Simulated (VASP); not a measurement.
# C (Pm) in VASP: single point with PBE+D3(BJ)

Aim: the single point of C with PBE+D3(BJ).

All numbers are computed with VASP 6.6.1; they aren't measurements. Logs are shortened: lines on timing, memory, paths and dates and some standing lists are left out, and cuts for length are marked.

## Step 1: The cell of the first run

The structure is monoclinic, space group Pm (No. 6). The conventional cell has a = 2.465 Å, b = 6.799 Å, c = 2.465 Å, α = 90.00°, β = 119.98°, γ = 90.00°. C (site symmetry m) has 3 C at 1.38 to 1.50 Å within 1.9 Å. C (site symmetry m) has 3 C at 1.42 Å within 1.9 Å. Within 1.9 Å of C (site symmetry m) lie 3 C at 1.42 Å. C (site symmetry m) has 3 C at 1.38 to 1.50 Å within 1.9 Å.

## Step 2: Single point, PBE+D3(BJ) (atom 1 (C) moved -0.080 Å towards its neighbour atom 4 (C) at 1.423 Å)

INCAR reads:

```
SYSTEM = C
ALGO = Normal
EDIFF = 1E-6
ENCUT = 520
GGA = PE
ISIF = 2
ISMEAR = 0
IVDW = 12
LASPH = .TRUE.
LCHARG = .FALSE.
LREAL = .FALSE.
LWAVE = .FALSE.
NBANDS = 16
NELM = 80
PREC = Accurate
SIGMA = 0.15
```

KPOINTS reads:

```
k-points
0
G
  22 22 8
  0 0 0
```

POSCAR reads:

```
C
1.0
    1.2327689981     -2.1341461166      0.0000000000
    1.2327689981      2.1341461166      0.0000000000
    0.0000000000      0.0000000000      6.7989836842
C
4
Direct
    0.1207817725      0.9354295212      0.7500000000
    0.5833101797      0.4166898203      0.2500000000
    0.9166898203      0.0833101797      0.2500000000
    0.4166898203      0.5833101797      0.7500000000
```

Potentials or basis: VASP PAW PBE potentials, release 64 (C).

On the command line:

```bash
> cat potpaw_PBE.64/C/POTCAR > POTCAR
> mpirun -np 1 vasp_std > vasp.out
```

OUTCAR:

```text
SYSTEM = C
   EDIFF = 1E-6
   ENCUT = 520
   GGA = PE
   ISIF = 2
   ISMEAR = 0
   IVDW = 12
   LASPH = .TRUE.
   LREAL = .FALSE.
   NELM = 80
   PREC = Accurate
 IVDW          = 12

 ion  position               nearest neighbor table
   1  0.121  0.935  0.750-   4 1.38   4 1.38   4 1.50
   2  0.583  0.417  0.250-   3 1.42   3 1.42   3 1.42
   3  0.917  0.083  0.250-   2 1.42   2 1.42   2 1.42
   4  0.417  0.583  0.750-   1 1.38   1 1.38   1 1.50

  LATTYP: Found a base centered orthorhombic cell.
 ALAT       =     2.4655379962
 B/A-ratio  =     1.7311808781
 C/A-ratio  =     2.7576065324

  Lattice vectors:

 A1 = (   1.2327689981,  -2.1341461166,   0.0000000000)
 A2 = (   1.2327689981,   2.1341461166,   0.0000000000)
 A3 = (   0.0000000000,   0.0000000000,   6.7989836842)

Analysis of symmetry for initial positions (statically):
=====================================================================
 Subroutine PRICEL returns:
 Original cell was already a primitive cell.

 Routine SETGRP: Setting up the symmetry group for a
 base centered orthorhombic supercell.

 Subroutine GETGRP returns: Found  2 space group operations
 (whereof  1 operations were pure point group operations)
 out of a pool of  8 trial point group operations.

The static configuration has the point symmetry C_1 .
 The point group associated with its full space group is C_1h.

Analysis of symmetry for dynamics (positions and initial velocities):
=====================================================================
 Subroutine PRICEL returns:
 Original cell was already a primitive cell.

 Routine SETGRP: Setting up the symmetry group for a
 base centered orthorhombic supercell.

 Subroutine GETGRP returns: Found  2 space group operations
 (whereof  1 operations were pure point group operations)
 out of a pool of  8 trial point group operations.

The dynamic configuration has the point symmetry C_1 .
 The point group associated with its full space group is C_1h.

 Subroutine INISYM returns: Found  2 space group operations
 (whereof  1 operations are pure point group operations),
 and found     1 'primitive' translations

----------------------------------------------------------------------------------------

                                     Primitive cell

  volume of cell :      35.7750

  direct lattice vectors                    reciprocal lattice vectors
     1.232768998 -2.134146117  0.000000000     0.405590991 -0.234285739  0.000000000
     1.232768998  2.134146117  0.000000000     0.405590991  0.234285739  0.000000000
     0.000000000  0.000000000  6.798983684     0.000000000  0.000000000  0.147080806

  length of vectors
     2.464609310  2.464609310  6.798983684     0.468394983  0.468394983  0.147080806

  position of ions in fractional coordinates (direct lattice)
     0.120781773  0.935429521  0.750000000
     0.583310180  0.416689820  0.250000000
     0.916689820  0.083310180  0.250000000
     0.416689820  0.583310180  0.750000000

  ion indices of the primitive-cell ions
   primitive index   ion index
                 1           1
                 2           2
                 3           3
                 4           4

----------------------------------------------------------------------------------------

 KPOINTS: k-points

Automatic generation of k-mesh.
 Grid dimensions read from file:
 generate k-points for:   22   22    8

 Generating k-lattice:

  Cartesian coordinates                     Fractional coordinates (reciprocal lattice)
     0.018435954 -0.010649352  0.000000000     0.045454545  0.000000000  0.000000000
     0.018435954  0.010649352  0.000000000     0.000000000  0.045454545  0.000000000
     0.000000000  0.000000000  0.018385101     0.000000000  0.000000000  0.125000000

  Length of vectors
     0.021290681  0.021290681  0.018385101

  Shift w.r.t. Gamma in fractional coordinates (k-lattice)
     0.000000000  0.000000000  0.000000000

 Subroutine IBZKPT returns following result:
 ===========================================

 Found   1220 irreducible k-points:

 Following reciprocal coordinates:
            Coordinates               Weight
  0.000000  0.000000  0.000000      1.000000
  0.045455  0.000000  0.000000      2.000000
  0.000000  0.045455  0.000000      2.000000
  0.090909  0.000000  0.000000      2.000000
  0.000000  0.090909  0.000000      2.000000
  0.136364  0.000000  0.000000      2.000000
[... 16 lines left out ...]
  0.000000  0.500000  0.000000      1.000000
  0.045455  0.045455  0.000000      2.000000
 [... further k-points ...]
   k-points           NKPTS =   1220   k-points in BZ     NKDIM =   1220   number of bands    NBANDS=     16
   number of dos      NEDOS =    301   number of ions     NIONS =      4
   total plane-waves  NPLWV =  17496
   dimension x,y,z NGX =    18 NGY =   18 NGZ =   54
   dimension x,y,z NGXF=    36 NGYF=   36 NGZF=  108
   ions per type =               4
   NGX,Y,Z   is equivalent  to a cutoff of  12.14, 12.14, 13.20 a.u.
   NGXF,Y,Z  is equivalent  to a cutoff of  24.28, 24.28, 26.41 a.u.
 SYSTEM =  C
   PREC   = accura    normal or accurate (medium, high low for compatibility)
   ISTART =      0    job   : 0-new  1-cont  2-samecut
   ICHARG =      2    charge: 1-file 2-atom 10-const
   ISPIN  =      1    spin polarized calculation?
   LNONCOLLINEAR =      F non collinear calculations
   LSORBIT =      F    spin-orbit coupling
   LASPH  =      T    aspherical Exc in radial PAW
   ENCUT  =  520.0 eV  38.22 Ry    6.18 a.u.   4.58  4.58 12.64*2*pi/ulx,y,z
   NELM   =     80;   NELMIN=  2; NELMDL= -5     # of ELM steps
   EDIFF  = 0.1E-05   stopping-criterion for ELM
   LREAL  =      F    real-space projection
   EDIFFG = 0.1E-04   stopping-criterion for IOM
   NSW    =      0    number of steps for IOM
   IBRION =     -1    ionic relax: 0-MD 1-quasi-New 2-CG
   NFREE  =      0    steps in history (QN), initial steepest desc. (CG)
   ISIF   =      2    stress and relaxation
   ISYM   =      2    0-nonsym 1-usesym 2-fastsym
   POTIM  = 0.5000    time-step for ionic-motion
   TEBEG  =    0.0;   TEEND  =   0.0 temperature during run
   PSTRESS=    0.0 pullay stress
   NELECT =      16.0000    total number of electrons
   NUPDOWN=      -1.0000    fix difference up-down
   EMIN   =  10.00;   EMAX   =-10.00  energy-range for DOS
   EFERMI =   0.00;   METHOD = LEGACY
   ISMEAR =     0;   SIGMA  =   0.15  broadening in eV -4-tet -1-fermi 0-gaus
   EFERMI_NEDOS =   21; number of points for ismear=-14 and -15
   IALGO  =     38    algorithm
   IMIX   =      4    mixing-type and parameters
     AMIX     =   0.40;   BMIX     =  1.00
     AMIX_MAG =   1.60;   BMIX_MAG =  1.00
  volume/ion in A,a.u.               =       8.94        60.36
  Fermi-wavevector in a.u.,A,eV,Ry     =   1.251954  2.365849 21.325603  1.567388
  Thomas-Fermi vector in A             =   2.385877
   LORBIT       =      0    0 simple, 1 ext, 2 COOP (PROOUT), +10 PAW based schemes
   GGA     = PE    functional components
   LHFCALC =     F    Hartree Fock is set to
   AEXX    =    0.0000 exact exchange contribution
   IVDW    =    12    specifies the selected vdW correction
   LEPSILON=     F    determine dielectric tensor
   LRPA    =     F    only Hartree local field effects (RPA)
 non-spin polarized calculation
 Gauss-broadening in eV      SIGMA  =   0.15
  energy-cutoff  :      520.00
  volume of cell :       35.78
 maximum number of plane-waves:       986
   NGX =  9   NGY =  9   NGZ = 25

 number of electron      15.9999999 magnetization

 Free energy of the ion-electron system (eV)
  ---------------------------------------------------
  ext. energy  EPLUGINS =         0.00000000
  ---------------------------------------------------
  free energy    TOTEN  =       -36.68775205 eV

  energy without entropy =      -36.68715112  energy(sigma->0) =      -36.68745158

 E-fermi :   4.5804     XC(G=0): -10.2288

 val. band max:        4.5688400201   @ k =   0.3182   0.3636   0.5000
 cond. band min:       4.6315461531   @ k =   0.3182   0.3636  -0.3750
 fundamental gap:      0.0627061330
 Fermi energy:         4.5803768570

 k-point     1 :       0.0000    0.0000    0.0000
  band No.  band energies     occupation
      1     -15.0809      2.00000
      2     -14.8085      2.00000
      3      -3.9036      2.00000
      4      -2.0672      2.00000
      5       0.3978      2.00000
      6       1.5297      2.00000
[... 8 lines left out ...]
     15      15.9770      0.00000
     16      16.1256      0.00000

 k-point     2 :       0.0455    0.0000    0.0000
  band No.  band energies     occupation
      1     -15.0315      2.00000
      2     -14.7598      2.00000
      3      -3.8445      2.00000
      4      -2.0121      2.00000
      5       0.3195      2.00000
      6       1.3299      2.00000
[... 8 lines left out ...]
     15      15.8013      0.00000
     16      15.9791      0.00000

 k-point     3 :       0.0000    0.0455    0.0000
  band No.  band energies     occupation
      1     -15.0318      2.00000
      2     -14.7603      2.00000
      3      -3.8435      2.00000
      4      -2.0106      2.00000
      5       0.2461      2.00000
      6       1.3306      2.00000
[... 8 lines left out ...]
     15      15.7928      0.00000
     16      15.9547      0.00000

 k-point     4 :       0.0909    0.0000    0.0000
  band No.  band energies     occupation
      1     -14.8833      2.00000
      2     -14.6140      2.00000
      3      -3.6674      2.00000
      4      -1.8476      2.00000
      5       0.0995      2.00000
      6       0.7625      2.00000
[... 8 lines left out ...]
     15      15.2941      0.00000
     16      15.5675      0.00000
[... 324 lines left out ...]
 k-point    22 :       0.5000    0.0000    0.0000
  band No.  band energies     occupation
      1      -9.9695      2.00000
      2      -9.7183      2.00000
      3      -8.6672      2.00000
      4      -7.9870      2.00000
      5      -2.3905      2.00000
      6      -1.8446      2.00000
[... 8 lines left out ...]
     15      18.7843      0.00000
     16      19.0506      0.00000

 k-point    23 :       0.0000    0.5000    0.0000
  band No.  band energies     occupation
      1      -9.7251      2.00000
      2      -9.5896      2.00000
      3      -8.9565      2.00000
      4      -8.6631      2.00000
      5      -1.8451      2.00000
      6      -1.4498      2.00000
[... 8 lines left out ...]
     15      19.0875      0.00000
     16      19.2484      0.00000

 k-point    24 :       0.0455    0.0455    0.0000
  band No.  band energies     occupation
      1     -14.9330      2.00000
      2     -14.6631      2.00000
      3      -3.7253      2.00000
      4      -1.9009      2.00000
      5       0.0890      2.00000
      6       0.9580      2.00000
[... 8 lines left out ...]
     15      15.4376      0.00000
     16      15.6881      0.00000

 [... further k-points ...]

------------------------ aborting loop because EDIFF is reached ----------------------------------------

 Edisp (eV)   -0.61574

 E8    (eV) :    -0.1742

  FORCE on cell =-STRESS in cart. coord.  units (eV):
  Direction    XX          YY          ZZ          XY          YZ          ZX
  --------------------------------------------------------------------------------------
  -------------------------------------------------------------------------------------
  Total       0.16568     1.00240    -0.01550     0.74216     0.00000     0.00000
  in kB       7.41989    44.89208    -0.69396    33.23770     0.00000     0.00000
  external pressure =       17.21 kB  Pullay stress =        0.00 kB

 VOLUME and BASIS-vectors are now :
 -----------------------------------------------------------------------------
  energy-cutoff  :      520.00
  volume of cell :       35.78
      direct lattice vectors                 reciprocal lattice vectors
     1.232768998 -2.134146117  0.000000000     0.405590991 -0.234285739  0.000000000
     1.232768998  2.134146117  0.000000000     0.405590991  0.234285739  0.000000000
     0.000000000  0.000000000  6.798983684     0.000000000  0.000000000  0.147080806

 POSITION                                       TOTAL-FORCE (eV/Angst)
 -----------------------------------------------------------------------------------
      1.30206      1.73858      5.09924        -3.382802      1.911500      0.000000
      1.23277     -0.35559      1.69975         0.025613      0.002092      0.000000
      1.23277     -1.77855      1.69975        -0.021909     -0.001049      0.000000
      1.23277      0.35559      5.09924         3.379098     -1.912543      0.000000
 -----------------------------------------------------------------------------------
    total drift:                               -0.000033      0.000008     -0.000000

  FREE ENERGIE OF THE ION-ELECTRON SYSTEM (eV)
  ---------------------------------------------------
  free  energy   TOTEN  =       -37.3034944647 eV

  energy  without entropy=      -37.3028935420  energy(sigma->0) =      -37.30319400
```

Wall time 8.2 min (1 thread of Intel Xeon Platinum 8259CL at 2.50GHz (Skylake/Cascade Lake), shared host); peak memory 0.56 GiB.

Results:

```
Free energy                : -37.3035 eV
Pressure                   : 1.7 GPa
Largest force              : 3.886 eV/Å
Dispersion energy per atom : -0.154 eV
```

Forces in eV/Å, atoms in the order of the input:
```
C   -3.383  1.911  0.000
C    0.026  0.002  0.000
C   -0.022 -0.001  0.000
C    3.379 -1.913  0.000
```

Caveat: the cell differs from its parent crystal (atom 1 (C) moved -0.080 Å towards its neighbour atom 4 (C) at 1.423 Å); forces of over 1 eV/Å act on the atoms, so gaps and moduli don't describe the material at rest.
